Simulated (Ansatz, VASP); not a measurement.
## One calculation of AlN, two programs

The input INCAR:

```
SYSTEM = AlN
PREC = Accurate
ENCUT = 520
EDIFF = 1E-7
ISMEAR = 0
SIGMA = 0.1
LREAL = .FALSE.
LASPH = .TRUE.
NELM = 100
ALGO = Normal
ISIF = 2
LWAVE = .FALSE.
LCHARG = .FALSE.
GGA = RP
NBANDS = 16
```

File KPOINTS:

```
regular mesh
0
G
  6 6 4
  0 0 0
```

Contents of POSCAR:

```
AlN
1.0
    3.1285881400      0.0000000000      0.0000000000
   -1.5642940700      2.7094368000      0.0000000000
    0.0000000000      0.0000000000      5.0169550000
Al N
2 2
Direct
    0.6666666700      0.3333333300      0.4992870000
    0.3333333300      0.6666666700      0.9992870000
    0.6666666700      0.3333333300      0.8807130000
    0.3333333300      0.6666666700      0.3807130000
```

Input for Ansatz:

```yaml
crystal:
  lattice:
    - [3.12858814, 0.0, 0.0]
    - [-1.56429407, 2.7094368, 0.0]
    - [0.0, 0.0, 5.016955]
  atoms:
    - { symbol: Al, position: [0.66666667, 0.33333333, 0.499287] }
    - { symbol: Al, position: [0.33333333, 0.66666667, 0.999287] }
    - { symbol: "N", position: [0.66666667, 0.33333333, 0.880713] }
    - { symbol: "N", position: [0.33333333, 0.66666667, 0.380713] }
basis:
  ecutwfc: 420
kpoints:
  mp_grid: { grid: [6, 6, 4] }
hamiltonian:
  xc: rpbe
  pseudopotentials: { kind: paw, azcp: { folder: soft_1 } }
scf:
  occupations: { method: gaussian, width: 0.1 }
output:
  forces: true
  stress: true
  eigenvalues: true
```

Alike in both runs: task single point; functional RPBE; k mesh 6 × 6 × 4; occupations gaussian, width 0.1 eV; no spin polarisation.

```csv
,VASP,Ansatz
version,VASP 6.6.1,Ansatz 0.2.0
potentials or method,"VASP PAW PBE potentials, release 64 (Al, N), cutoff 520 eV","scalar-relativistic, plane waves, PAW"
valence electrons in the cell,16,16
```

```csv
,VASP,Ansatz,Ansatz less VASP
gap on the k mesh at the Fermi level (eV),4.10,4.08,-0.019
least direct gap on the mesh (eV),4.10,4.08,-0.019
pressure (GPa),3.1,3.7,+0.56
"traceless stress, the component that is largest in VASP (GPa)",-0.12,-0.17,-0.047
rms of the force components (eV/Å),0.006,0.006,+0.0005
```

VASP's potentials were made for PBE, not for RPBE. Atom by atom the forces differ by 0.001 eV/Å (rms over components).
